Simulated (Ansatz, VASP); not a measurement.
## SnSe in VASP and in Ansatz

```
Sn Se
1.0
     0.00000    3.01348    2.89294
     3.01348    0.00000    2.89294
     3.01348    3.01348    0.00000
Sn Se
1 1
Direct
  0.00000 0.00000 0.00000
  0.50000 0.50000 0.50000
```

Alike in both runs: task single point; functional PBEsol; k mesh 10 × 10 × 10; occupations gaussian, width 0.05 eV; no spin polarisation.

|  | VASP | Ansatz |
| --- | --- | --- |
| version | VASP 6.6.1 | Ansatz 0.2.0 |
| potentials or method | VASP PAW PBE potentials, release 64 (Sn_d, Se), cutoff 520 eV | scalar-relativistic, plane waves, PAW |
| valence electrons in the cell | 20 | 30 |

VASP gave:

- gap on the k mesh at the Fermi level (eV): 0.34
- least direct gap on the mesh (eV): 0.46
- pressure (GPa): 0.4
- traceless stress, the component that is largest in VASP (GPa): 3.99

Task: Estimate Ansatz's values.

Result: gap on the k mesh at the Fermi level (eV): 0.35; least direct gap on the mesh (eV): 0.46; pressure (GPa): 0.4; traceless stress, the component that is largest in VASP (GPa): 3.97.

VASP's potentials were made for PBE, not for PBEsol. The functional is the same, so the differences come from potentials, cutoffs and numerics. VASP's potentials hold 20 valence electrons a cell and Ansatz's 30, so a difference there can come from the potentials and not from the codes.
